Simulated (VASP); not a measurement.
# BaS (P6_3/mmc) in VASP: a series of runs

Aim: see how the results for BaS move with the level of theory and the settings. Levels: PBE, LDA, r2SCAN, PBEsol. Tasks: single point, relaxation of cell and atoms.

Everything below comes from runs of VASP 6.6.1. Logs are shortened: lines on timing, memory, paths and dates and some standing lists are left out, and cuts for length are marked.

## 1. The cell of the first run

Symmetry: P6_3/mmc, No. 194, hexagonal system. The conventional cell has a = 5.384 Å, b = 5.384 Å, c = 6.382 Å, α = 90.00°, β = 90.00°, γ = 120.00°. Ba (site symmetry -6m2) has 5 S at 3.11 to 3.19 Å within 4.1 Å. S (site symmetry -6m2) has 5 Ba at 3.11 to 3.19 Å within 4.1 Å.

## 2. Single point, PBE

INCAR reads:

```
SYSTEM = BaS
PREC     = Accurate       ! precision mode
ENCUT    = 520            ! plane-wave cutoff, eV
EDIFF    = 1E-7           ! SCF threshold, eV
ISMEAR   = -1             ! smearing method
SIGMA    = 0.02           ! smearing width, eV
LREAL    = .FALSE.        ! projectors in reciprocal space
LASPH    = .TRUE.         ! aspherical terms in the spheres
NELM     = 60             ! most SCF steps
ALGO     = Normal         ! electronic algorithm
ISIF     = 2              ! what is computed and relaxed
LWAVE    = .FALSE.        ! write WAVECAR
LCHARG   = .TRUE.         ! write CHGCAR
GGA      = PE             ! functional
LELF     = .TRUE.         ! ELF
LVHAR    = .TRUE.       
NBANDS   = 24             ! bands
```

KPOINTS reads:

```
regular mesh
0
G
  6 6 4
  0 0 0
```

POSCAR reads:

```
BaS
1.0
    5.3844481214      0.0000000000      0.0000000000
   -2.6922240607      4.6630688585      0.0000000000
    0.0000000000      0.0000000000      6.3816974437
Ba S
2 2
Direct
    0.3333333333      0.6666666667      0.2500000000
    0.6666666667      0.3333333333      0.7500000000
    0.6666666667      0.3333333333      0.2500000000
    0.3333333333      0.6666666667      0.7500000000
```

Potentials or basis: VASP PAW PBE potentials, release 64 (Ba_sv, S).

The run is started by

```sh
> cat potpaw_PBE.64/Ba_sv/POTCAR potpaw_PBE.64/S/POTCAR > POTCAR
> mpirun -np 1 vasp_std > vasp.out
```

OUTCAR:

```text
SYSTEM = BaS
   PREC = Accurate
   ENCUT = 520
   EDIFF = 1E-7
   ISMEAR = -1
   LREAL = .FALSE.
   LASPH = .TRUE.
   NELM = 60
   ISIF = 2
   GGA = PE

 ion  position               nearest neighbor table
   1  0.333  0.667  0.250-   3 3.11   3 3.11   3 3.11   4 3.19   4 3.19   2 4.45   2 4.45   2 4.45
                             2 4.45   2 4.45   2 4.45
   2  0.667  0.333  0.750-   4 3.11   4 3.11   4 3.11   3 3.19   3 3.19   1 4.45   1 4.45   1 4.45
                             1 4.45   1 4.45   1 4.45
   3  0.667  0.333  0.250-   1 3.11   1 3.11   1 3.11   2 3.19   2 3.19
   4  0.333  0.667  0.750-   2 3.11   2 3.11   2 3.11   1 3.19   1 3.19

  LATTYP: Found a hexagonal cell.
 ALAT       =     5.3844481214
 C/A-ratio  =     1.1852091988

  Lattice vectors:

 A1 = (   5.3844481214,   0.0000000000,   0.0000000000)
 A2 = (  -2.6922240607,   4.6630688585,   0.0000000000)
 A3 = (   0.0000000000,   0.0000000000,   6.3816974437)

Analysis of symmetry for initial positions (statically):
=====================================================================
 Subroutine PRICEL returns:
 Original cell was already a primitive cell.

 Routine SETGRP: Setting up the symmetry group for a
 hexagonal supercell.

 Subroutine GETGRP returns: Found 24 space group operations
 (whereof 12 operations were pure point group operations)
 out of a pool of 24 trial point group operations.

The static configuration has the point symmetry D_3d.
 The point group associated with its full space group is D_6h.

Analysis of symmetry for dynamics (positions and initial velocities):
=====================================================================
 Subroutine PRICEL returns:
 Original cell was already a primitive cell.

 Routine SETGRP: Setting up the symmetry group for a
 hexagonal supercell.

 Subroutine GETGRP returns: Found 24 space group operations
 (whereof 12 operations were pure point group operations)
 out of a pool of 24 trial point group operations.

The dynamic configuration has the point symmetry D_3d.
 The point group associated with its full space group is D_6h.

 Subroutine INISYM returns: Found 24 space group operations
 (whereof 12 operations are pure point group operations),
 and found     1 'primitive' translations

----------------------------------------------------------------------------------------

[... 88 lines left out ...]
   LSORBIT =      F    spin-orbit coupling
   LASPH  =      T    aspherical Exc in radial PAW
   ENCUT  =  520.0 eV  38.22 Ry    6.18 a.u.  10.01 10.01 11.87*2*pi/ulx,y,z
   NELM   =     60;   NELMIN=  2; NELMDL= -5     # of ELM steps
   EDIFF  = 0.1E-06   stopping-criterion for ELM
   LREAL  =      F    real-space projection
   EDIFFG = 0.1E-05   stopping-criterion for IOM
   NSW    =      0    number of steps for IOM
   IBRION =     -1    ionic relax: 0-MD 1-quasi-New 2-CG
   NFREE  =      0    steps in history (QN), initial steepest desc. (CG)
   ISIF   =      2    stress and relaxation
   ISYM   =      2    0-nonsym 1-usesym 2-fastsym
   POTIM  = 0.5000    time-step for ionic-motion
   TEBEG  =    0.0;   TEEND  =   0.0 temperature during run
   PSTRESS=    0.0 pullay stress
   NELECT =      32.0000    total number of electrons
   NUPDOWN=      -1.0000    fix difference up-down
   EMIN   =  10.00;   EMAX   =-10.00  energy-range for DOS
   EFERMI =   0.00;   METHOD = LEGACY
   ISMEAR =    -1;   SIGMA  =   0.02  broadening in eV -4-tet -1-fermi 0-gaus
   EFERMI_NEDOS =   21; number of points for ismear=-14 and -15
   IALGO  =     38    algorithm
   IMIX   =      4    mixing-type and parameters
     AMIX     =   0.40;   BMIX     =  1.00
     AMIX_MAG =   1.60;   BMIX_MAG =  1.00
  volume/ion in A,a.u.               =      40.06       270.32
  Fermi-wavevector in a.u.,A,eV,Ry     =   0.956919  1.808314 12.458767  0.915694
  Thomas-Fermi vector in A             =   2.085890
   LORBIT       =      0    0 simple, 1 ext, 2 COOP (PROOUT), +10 PAW based schemes
   GGA     = PE    functional components
   LHFCALC =     F    Hartree Fock is set to
   AEXX    =    0.0000 exact exchange contribution
   IVDW    =     0    specifies the selected vdW correction
   LEPSILON=     F    determine dielectric tensor
   LRPA    =     F    only Hartree local field effects (RPA)
 non-spin polarized calculation
  energy-cutoff  :      520.00
  volume of cell :      160.23
 maximum number of plane-waves:      4341
   NGX = 21   NGY = 21   NGZ = 23

 number of electron      31.9999998 magnetization

 Free energy of the ion-electron system (eV)
  ---------------------------------------------------
  ext. energy  EPLUGINS =         0.00000000
  ---------------------------------------------------
  free energy    TOTEN  =       -19.98583498 eV

  energy without entropy =      -19.98583498  energy(sigma->0) =      -19.98583498

 E-fermi :   0.8829     XC(G=0):  -7.5236

 val. band max:        0.4621133617   @ k =   0.0000   0.0000   0.0000
 cond. band min:       2.9308006217   @ k =   0.3333   0.3333   0.0000
 fundamental gap:      2.4686872600
 Fermi energy:         0.8829421277

 k-point     1 :       0.0000    0.0000    0.0000
  band No.  band energies     occupation
      1     -25.8125      2.00000
      2     -25.7612      2.00000
      3     -11.2786      2.00000
      4     -11.1260      2.00000
      5     -11.1260      2.00000
      6     -10.9710      2.00000
[... 556 lines left out ...]
     23       6.5691      0.00000
     24       6.5691      0.00000

------------------------ aborting loop because EDIFF is reached ----------------------------------------

  FORCE on cell =-STRESS in cart. coord.  units (eV):
  Direction    XX          YY          ZZ          XY          YZ          ZX
  --------------------------------------------------------------------------------------
  -------------------------------------------------------------------------------------
  Total        0.3798041      0.3798041      0.5342350     -0.0000000      0.0000000      0.0000000
  in kB        3.7977028      3.7977028      5.3418748     -0.0000000      0.0000000      0.0000000
  external PRESSURE =       4.3124268 kB  Pullay stress =       0.0000000 kB

 VOLUME and BASIS-vectors are now :
 -----------------------------------------------------------------------------
  energy-cutoff  :      520.00
  volume of cell :      160.23
      direct lattice vectors                 reciprocal lattice vectors
     5.384448121  0.000000000  0.000000000     0.185720055  0.107225524  0.000000000
    -2.692224061  4.663068858  0.000000000     0.000000000  0.214451047  0.000000000
     0.000000000  0.000000000  6.381697444     0.000000000  0.000000000  0.156698121

 POSITION                                       TOTAL-FORCE (eV/Angst)
 -----------------------------------------------------------------------------------
     -0.00000      3.10871      1.59542        -0.000000      0.000000      0.000000
      2.69222      1.55436      4.78627         0.000000     -0.000000      0.000000
      2.69222      1.55436      1.59542         0.000000     -0.000000      0.000000
     -0.00000      3.10871      4.78627        -0.000000      0.000000      0.000000
 -----------------------------------------------------------------------------------
    total drift:                               -0.000000      0.000000     -0.000000

  FREE ENERGIE OF THE ION-ELECTRON SYSTEM (eV)
  ---------------------------------------------------
  free  energy   TOTEN  =       -19.9858349828 eV

  energy  without entropy=      -19.9858349828  energy(sigma->0) =      -19.98583498
```

Wall time 1.9 min (1 thread of Oxide Virtual Turin-like, shared host); peak memory 0.26 GiB.

What came out:

```
Free energy            : -19.9858 eV
Pressure               : 0.4 GPa
Band gap on the k mesh : 2.47 eV, indirect (least direct gap 2.62 eV)
```

Caveat: spin-orbit coupling is left out, which moves the levels of the heavy elements.

## 3. Single point, LDA

INCAR reads:

```
SYSTEM = BaS
PREC     = Accurate       ! precision mode
ENCUT    = 520            ! plane-wave cutoff, eV
EDIFF    = 1E-6           ! SCF threshold, eV
ISMEAR   = 0              ! smearing method
SIGMA    = 0.01           ! smearing width, eV
LREAL    = .FALSE.        ! projectors in reciprocal space
LASPH    = .TRUE.         ! aspherical terms in the spheres
NELM     = 100            ! most SCF steps
ALGO     = Normal         ! electronic algorithm
ISIF     = 2              ! what is computed and relaxed
LWAVE    = .FALSE.        ! write WAVECAR
LCHARG   = .FALSE.        ! write CHGCAR
GGA      = CA             ! functional
NBANDS   = 24             ! bands
```

KPOINTS is that of step 2.

POSCAR is that of step 2.

Potentials or basis: VASP PAW LDA potentials, release 64 (Ba_sv, S).

The run is started by

```sh
> cat potpaw_LDA.64/Ba_sv/POTCAR potpaw_LDA.64/S/POTCAR > POTCAR
> mpirun -np 1 vasp_std > vasp.out
```

Wall time 2 min (1 thread of Oxide Virtual Turin-like, shared host); peak memory 0.21 GiB.

Results (log left out):

- Free energy: -21.6896 eV
- Pressure: -1.9 GPa
- Band gap on the k mesh: 2.26 eV, indirect (least direct gap 2.41 eV)

Stress tensor (GPa, compression positive):
```
-1.83  0.00  0.00
 0.00 -1.83  0.00
 0.00  0.00 -2.17
```

Levels at points of the mesh, in eV from the valence-band top:
| k point | band 14 | band 15 | band 16 | band 17 | band 18 | band 19 |
| --- | --- | --- | --- | --- | --- | --- |
| (0.00, 0.00, 0.00) | -0.90 | -0.44 | 0.00 | 2.45 | 3.51 | 3.51 |
| (0.50, 0.00, 0.00) | -0.43 | -0.36 | -0.32 | 2.91 | 3.18 | 3.31 |
| (0.00, 0.00, 0.50) | -1.04 | -1.04 | -1.04 | 3.49 | 3.49 | 5.31 |
| (0.50, 0.00, 0.50) | -0.89 | -0.53 | -0.53 | 3.66 | 3.66 | 4.77 |

Caveat: spin-orbit coupling is left out, which moves the levels of the heavy elements. A hybrid or GW would open this gap; LDA tends to underestimate it.

[end of part 1 of 3]
